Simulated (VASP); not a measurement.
# Al3O in VASP: a series of runs

Al3O is run at these levels: PBE; tasks: relaxation of the atoms.

All numbers are computed with VASP 6.6.1; they aren't measurements. Logs are shortened: lines on timing, memory, paths and dates and some standing lists are left out, and cuts for length are marked.

## 1. The cell of the first run

The cell holds a slab with vacuum, 4 atoms: a = 2.857 Å, b = 2.857 Å, c = 19.675 Å, α = 90.00°, β = 90.00°, γ = 90.00°.

## 2. Relaxation of the atoms, PBE

INCAR reads:

```
PREC = Accurate ; ENCUT = 520
EDIFF = 1E-6 ; ISMEAR = 0
SIGMA = 0.1 ; LREAL = F
LASPH = T ; NELM = 100
ALGO = Normal ; ISIF = 2
LWAVE = F ; LCHARG = F
LDIPOL = T ; IDIPOL = 3
DIPOL = 0.5 0.5 0.346 ; GGA = PE
IBRION = 2 ; NSW = 36
EDIFFG = -0.025
```

KPOINTS reads:

```
Automatic mesh
0
Gamma
  9 9 1
```

POSCAR reads:

```
Al3O
1.0
    2.8567582918      0.0000000000      0.0000000000
    0.0000000000      2.8567582918      0.0000000000
    0.0000000000      0.0000000000     19.6746954317
Al O
3 1
Selective dynamics
Direct
    0.5000000000      0.5000000000      0.2033068321  F F F
    0.0000000000      0.0000000000      0.3092728609  F F F
    0.5000000000      0.5000000000      0.4154928578  F F F
    0.6666666667      1.0000000000      0.4563287196  F F T
```

Potentials or basis: VASP PAW PBE potentials, release 64 (Al, O).

Command:

```bash
$ cat potpaw_PBE.64/Al/POTCAR potpaw_PBE.64/O/POTCAR > POTCAR
$ mpirun -np 1 vasp_std > vasp.out
```

OUTCAR:

```text
PREC = Accurate
   ENCUT = 520
   EDIFF = 1E-6
   ISMEAR = 0
   LREAL = F
   LASPH = T
   NELM = 100
   ISIF = 2
   GGA = PE
   IBRION = 2
   NSW = 36
   EDIFFG = -0.025

 ion  position               nearest neighbor table
   1  0.500  0.500  0.203-   2 2.90   2 2.90   2 2.90   2 2.90
   2  0.000  0.000  0.309-   1 2.90   1 2.90   1 2.90   1 2.90   3 2.91   3 2.91   3 2.91   3 2.91

   3  0.500  0.500  0.415-   4 1.71   4 1.71   2 2.91   2 2.91   2 2.91   2 2.91
   4  0.667  0.000  0.456-   3 1.71   3 1.71

  LATTYP: Found a simple tetragonal cell.
 ALAT       =     2.8567582918
 C/A-ratio  =     6.8870703861

  Lattice vectors:

 A1 = (   2.8567582918,   0.0000000000,   0.0000000000)
 A2 = (   0.0000000000,   2.8567582918,   0.0000000000)
 A3 = (   0.0000000000,   0.0000000000,  19.6746954317)

Analysis of symmetry for initial positions (statically):
=====================================================================
 Subroutine PRICEL returns:
 Original cell was already a primitive cell.

 Routine SETGRP: Setting up the symmetry group for a
 simple tetragonal supercell.

 Subroutine GETGRP returns: Found  2 space group operations
 (whereof  2 operations were pure point group operations)
 out of a pool of 16 trial point group operations.

The static configuration has the point symmetry C_1h.

Analysis of symmetry for dynamics (positions and initial velocities):
=====================================================================
 Subroutine PRICEL returns:
 Original cell was already a primitive cell.

 Routine SETGRP: Setting up the symmetry group for a
 simple tetragonal supercell.

 Subroutine GETGRP returns: Found  2 space group operations
 (whereof  2 operations were pure point group operations)
 out of a pool of 16 trial point group operations.

The dynamic configuration has the point symmetry C_1h.

Analysis of constrained symmetry for selective dynamics:
=====================================================================
 Subroutine PRICEL returns:
 Original cell was already a primitive cell.

 Routine SETGRP: Setting up the symmetry group for a
 simple tetragonal supercell.

 Subroutine GETGRP returns: Found  2 space group operations
 (whereof  2 operations were pure point group operations)
 out of a pool of 16 trial point group operations.

The constrained configuration has the point symmetry C_1h.

 Subroutine INISYM returns: Found  2 space group operations
 (whereof  2 operations are pure point group operations),
 and found     1 'primitive' translations

----------------------------------------------------------------------------------------

                                     Primitive cell

  volume of cell :     160.5665

  direct lattice vectors                    reciprocal lattice vectors
     2.856758292  0.000000000  0.000000000     0.350047116  0.000000000  0.000000000
     0.000000000  2.856758292  0.000000000     0.000000000  0.350047116  0.000000000
     0.000000000  0.000000000 19.674695432     0.000000000  0.000000000  0.050826708

  length of vectors
     2.856758292  2.856758292 19.674695432     0.350047116  0.350047116  0.050826708

  position of ions in fractional coordinates (direct lattice)
     0.500000000  0.500000000  0.203306832
     0.000000000  0.000000000  0.309272861
     0.500000000  0.500000000  0.415492858
     0.666666667  0.000000000  0.456328720

  ion indices of the primitive-cell ions
   primitive index   ion index
                 1           1
                 2           2
                 3           3
                 4           4

----------------------------------------------------------------------------------------

 KPOINTS: Automatic mesh

Automatic generation of k-mesh.
 Grid dimensions read from file:
 generate k-points for:    9    9    1

 Generating k-lattice:

  Cartesian coordinates                     Fractional coordinates (reciprocal lattice)
     0.038894124  0.000000000  0.000000000     0.111111111  0.000000000  0.000000000
     0.000000000  0.038894124  0.000000000     0.000000000  0.111111111  0.000000000
     0.000000000  0.000000000  0.050826708     0.000000000  0.000000000  1.000000000

  Length of vectors
     0.038894124  0.038894124  0.050826708

  Shift w.r.t. Gamma in fractional coordinates (k-lattice)
     0.000000000  0.000000000  0.000000000

 Subroutine IBZKPT returns following result:
 ===========================================

 Found     25 irreducible k-points:

 Following reciprocal coordinates:
            Coordinates               Weight
  0.000000  0.000000  0.000000      1.000000
  0.111111  0.000000  0.000000      2.000000
  0.000000  0.111111  0.000000      2.000000
  0.222222  0.000000  0.000000      2.000000
  0.000000  0.222222  0.000000      2.000000
  0.333333  0.000000  0.000000      2.000000
[... 16 lines left out ...]
  0.444444  0.333333  0.000000      4.000000
 -0.333333  0.444444  0.000000      4.000000
   k-points           NKPTS =     25   k-points in BZ     NKDIM =     25   number of bands    NBANDS=     11
   number of dos      NEDOS =    301   number of ions     NIONS =      4
   total plane-waves  NPLWV =  86400
   dimension x,y,z NGX =    24 NGY =   24 NGZ =  150
   dimension x,y,z NGXF=    48 NGYF=   48 NGZF=  300
   ions per type =               3   1
   NGX,Y,Z   is equivalent  to a cutoff of  13.97, 13.97, 12.67 a.u.
   NGXF,Y,Z  is equivalent  to a cutoff of  27.93, 27.93, 25.35 a.u.
 SYSTEM =  unknown system
   PREC   = accura    normal or accurate (medium, high low for compatibility)
   ISTART =      0    job   : 0-new  1-cont  2-samecut
   ICHARG =      2    charge: 1-file 2-atom 10-const
   ISPIN  =      1    spin polarized calculation?
   LNONCOLLINEAR =      F non collinear calculations
   LSORBIT =      F    spin-orbit coupling
   LASPH  =      T    aspherical Exc in radial PAW
   ENCUT  =  520.0 eV  38.22 Ry    6.18 a.u.   5.31  5.31 36.58*2*pi/ulx,y,z
   NELM   =    100;   NELMIN=  2; NELMDL= -5     # of ELM steps
   EDIFF  = 0.1E-05   stopping-criterion for ELM
   LREAL  =      F    real-space projection
   EDIFFG = -.3E-01   stopping-criterion for IOM
   NSW    =     36    number of steps for IOM
   IBRION =      2    ionic relax: 0-MD 1-quasi-New 2-CG
   NFREE  =      1    steps in history (QN), initial steepest desc. (CG)
   ISIF   =      2    stress and relaxation
   ISYM   =      2    0-nonsym 1-usesym 2-fastsym
   POTIM  = 0.5000    time-step for ionic-motion
   TEBEG  =    0.0;   TEEND  =   0.0 temperature during run
   PSTRESS=    0.0 pullay stress
   NELECT =      15.0000    total number of electrons
   NUPDOWN=      -1.0000    fix difference up-down
   EMIN   =  10.00;   EMAX   =-10.00  energy-range for DOS
   EFERMI =   0.00;   METHOD = LEGACY
   ISMEAR =     0;   SIGMA  =   0.10  broadening in eV -4-tet -1-fermi 0-gaus
   EFERMI_NEDOS =   21; number of points for ismear=-14 and -15
   IALGO  =     38    algorithm
   IMIX   =      4    mixing-type and parameters
     AMIX     =   0.40;   BMIX     =  1.00
     AMIX_MAG =   1.60;   BMIX_MAG =  1.00
  volume/ion in A,a.u.               =      40.14       270.89
  Fermi-wavevector in a.u.,A,eV,Ry     =   0.742826  1.403737  7.507559  0.551790
  Thomas-Fermi vector in A             =   1.837796
   LORBIT       =      0    0 simple, 1 ext, 2 COOP (PROOUT), +10 PAW based schemes
   GGA     = PE    functional components
   LHFCALC =     F    Hartree Fock is set to
   AEXX    =    0.0000 exact exchange contribution
   IVDW    =     0    specifies the selected vdW correction
   LEPSILON=     F    determine dielectric tensor
   LRPA    =     F    only Hartree local field effects (RPA)
 conjugate gradient relaxation of ions
 non-spin polarized calculation
 Gauss-broadening in eV      SIGMA  =   0.10
  energy-cutoff  :      520.00
  volume of cell :      160.57
 maximum number of plane-waves:      4361
 NGX is ok and might be reduce to    24
   NGX = 11   NGY = 11   NGZ = 73

--------------------------------------- Ionic step        1  -------------------------------------------

 number of electron      15.0000005 magnetization

 Free energy of the ion-electron system (eV)
  ---------------------------------------------------
  ext. energy  EPLUGINS =         0.00000000
  ---------------------------------------------------
  free energy    TOTEN  =       -18.86882189 eV

  energy without entropy =      -18.86320888  energy(sigma->0) =      -18.86601539

------------------------ aborting loop because EDIFF is reached ----------------------------------------

  FORCE on cell =-STRESS in cart. coord.  units (eV):
  Direction    XX          YY          ZZ          XY          YZ          ZX
  --------------------------------------------------------------------------------------
  -------------------------------------------------------------------------------------
  Total        0.6770242      0.3805325      1.3148887      0.0000000      0.0000000     -0.0856986
  in kB        6.7555356      3.7970587     13.1203241      0.0000000      0.0000000     -0.8551246
  external PRESSURE =       7.8909728 kB  Pullay stress =       0.0000000 kB
[... 61 lines left out ...]
  energy  without entropy=      -18.8656180439  energy(sigma->0) =      -18.86843070

--------------------------------------- Ionic step        3  -------------------------------------------

 number of electron      15.0000004 magnetization

 dipolmoment           0.000000      0.000000      0.098149 electrons x Angstroem

 Free energy of the ion-electron system (eV)
  ---------------------------------------------------
  ext. energy  EPLUGINS =         0.00000000
  ---------------------------------------------------
  free energy    TOTEN  =       -18.87141432 eV

  energy without entropy =      -18.86578469  energy(sigma->0) =      -18.86859950

 E-fermi :  -0.9356     XC(G=0):  -4.4286

 val. band max:       -0.9695312742   @ k =   0.3333   0.2222   0.0000
 cond. band min:      -0.9215791216   @ k =  -0.2222   0.3333   0.0000
 fundamental gap:      0.0479521527
 Fermi energy:        -0.9356108080

 k-point     1 :       0.0000    0.0000    0.0000
  band No.  band energies     occupation
      1     -20.1350      2.00000
      2     -10.9891      2.00000
      3      -8.4535      2.00000
      4      -5.2562      2.00000
      5      -4.8950      2.00000
      6      -3.3508      2.00000
      7      -2.8954      2.00000
      8       0.2760      0.00000
      9       2.6527      0.00000
     10       4.0160      0.00000
     11       5.1181      0.00000
[... 309 lines left out ...]
 k-point    24 :      -0.3333    0.4444    0.0000
  band No.  band energies     occupation
      1     -19.1776      2.00000
      2      -7.4737      2.00000
      3      -5.7350      2.00000
      4      -4.9095      2.00000
      5      -4.3605      2.00000
      6      -3.4985      2.00000
      7      -2.3379      2.00000
      8      -0.7038      0.00104
      9       0.3397      0.00000
     10       0.9165      0.00000
     11       2.1160      0.00000

 [... further k-points ...]

------------------------ aborting loop because EDIFF is reached ----------------------------------------

 vacuum level on the upper side and lower side of the slab       (xc-potential included)         0.801        -1.302

  FORCE on cell =-STRESS in cart. coord.  units (eV):
  Direction    XX          YY          ZZ          XY          YZ          ZX
  --------------------------------------------------------------------------------------
  -------------------------------------------------------------------------------------
  Total        0.6117885     -0.0551408      1.0582295      0.0000000      0.0000000     -0.1463993
  in kB        6.1045950     -0.5502097     10.5593076      0.0000000      0.0000000     -1.4608131
  external PRESSURE =       5.3712309 kB  Pullay stress =       0.0000000 kB

 VOLUME and BASIS-vectors are now :
 -----------------------------------------------------------------------------
  energy-cutoff  :      520.00
  volume of cell :      160.57
      direct lattice vectors                 reciprocal lattice vectors
     2.856758292  0.000000000  0.000000000     0.350047116  0.000000000  0.000000000
     0.000000000  2.856758292  0.000000000     0.000000000  0.350047116  0.000000000
     0.000000000  0.000000000 19.674695432     0.000000000  0.000000000  0.050826708
[... 10 lines left out ...]
  FREE ENERGIE OF THE ION-ELECTRON SYSTEM (eV)
  ---------------------------------------------------
  free  energy   TOTEN  =       -18.8714143207 eV

  energy  without entropy=      -18.8657846890  energy(sigma->0) =      -18.86859950

 reached required accuracy - stopping structural energy minimisation

 vacuum level on the upper side and lower side of the slab         5.335         3.156
```

It took 2.4 min on 1 thread of Intel Xeon Platinum 8375C at 2.90GHz (Ice Lake), shared host; peak memory 0.29 GiB.

What came out:

```
Free energy               : -18.8714 eV
Energy gained by relaxing : 0.6 meV/atom
Ionic steps               : 3
Band gap on the k mesh    : zero (an odd number of electrons rules out a gap without spin polarisation)
```

Step by step:
```
step  energy change (eV)  largest force on free atoms (eV/Å)  pressure (GPa)
   1              0.0000                              0.2825            0.79
   2             -0.0024                              0.0738            0.60
   3             -0.0026                              0.0000            0.54
```

Final structure:
```
Al O
1.0
     2.85676    0.00000    0.00000
     0.00000    2.85676    0.00000
     0.00000    0.00000   19.67470
Al O
3 1
Direct
  0.50000 0.50000 0.20331
  0.00000 0.00000 0.30927
  0.50000 0.50000 0.41549
  0.66667 0.00000 0.45727
```

Caveat: an odd number of electrons without spin polarisation forces a metal; a magnetic or distorted state may lie lower.

## 3. Relaxation of the atoms, PBE

INCAR reads:

```
PREC     = Accurate       # precision mode
ENCUT    = 520            # plane-wave cutoff, eV
EDIFF    = 1E-7           # SCF threshold, eV
ISMEAR   = 0              # smearing method
SIGMA    = 0.1            # smearing width, eV
LREAL    = F              # projectors in reciprocal space
LASPH    = T              # aspherical terms in the spheres
NELM     = 120            # most SCF steps
ALGO     = Normal         # electronic algorithm
ISIF     = 2              # what is computed and relaxed
LWAVE    = F              # write WAVECAR
LCHARG   = F              # write CHGCAR
LDIPOL   = T            
IDIPOL   = 3            
DIPOL    = 0.5 0.5 0.340
GGA      = PE             # functional
IBRION   = 2              # ionic algorithm
NSW      = 36             # ionic steps
EDIFFG   = -0.025         # ionic threshold
GGA_COMPAT= F            
NELMIN   = 4            
NELMDL   = -8
```

KPOINTS is that of step 2.

POSCAR: that of step 2 with these lines changed.

```diff
@@ -12,2 +12,2 @@
     0.5000000000      0.5000000000      0.4154928578  F F F
-    0.6666666667      1.0000000000      0.4563287196  F F T
+    0.8333333333      1.0000000000      0.4337369861  F F T
```

Potentials or basis: VASP PAW PBE potentials, release 64 (Al, O).

Command:

```bash
$ cat potpaw_PBE.64/Al/POTCAR potpaw_PBE.64/O/POTCAR > POTCAR
$ mpirun -np 1 vasp_std > vasp.out
```

Wall time 4.4 min (1 thread of Intel Xeon Platinum 8259CL at 2.50GHz (Skylake/Cascade Lake), shared host); peak memory 0.29 GiB.

It converged, with:

| Item | Value |
| --- | --- |
| Free energy | -18.9162 eV |
| Energy gained by relaxing | 113.5 meV/atom |
| Ionic steps | 4 |
| Band gap on the k mesh | zero (an odd number of electrons rules out a gap without spin polarisation) |

Step by step:
| step | energy change (eV) | largest force on free atoms (eV/Å) | pressure (GPa) |
| --- | --- | --- | --- |
| 1 | 0.0000 | 2.6877 | 1.33 |
| 2 | -0.2955 | 1.7868 | -0.05 |
| 3 | -0.4530 | 0.1463 | -1.58 |
| 4 | -0.4540 | 0.0101 | -1.71 |

Final structure:
```xyz
4
Lattice="2.8568 0.0000 0.0000 0.0000 2.8568 0.0000 0.0000 0.0000 19.6747" Properties=species:S:1:pos:R:3 pbc="T T T"
Al    1.4284    1.4284    4.0000
Al    0.0000    0.0000    6.0848
Al    1.4284    1.4284    8.1747
O     2.3806    0.0000    8.8362
```

Levels at points of the mesh, in eV from the Fermi level:
```
           k point  band 4  band 5  band 6  band 7  band 8  band 9  band 10  band 11
(0.00, 0.00, 0.00)   -4.74   -4.67   -3.94   -2.31    0.60    3.17     4.34     4.58
```

Caveat: an odd number of electrons without spin polarisation forces a metal; a magnetic or distorted state may lie lower.
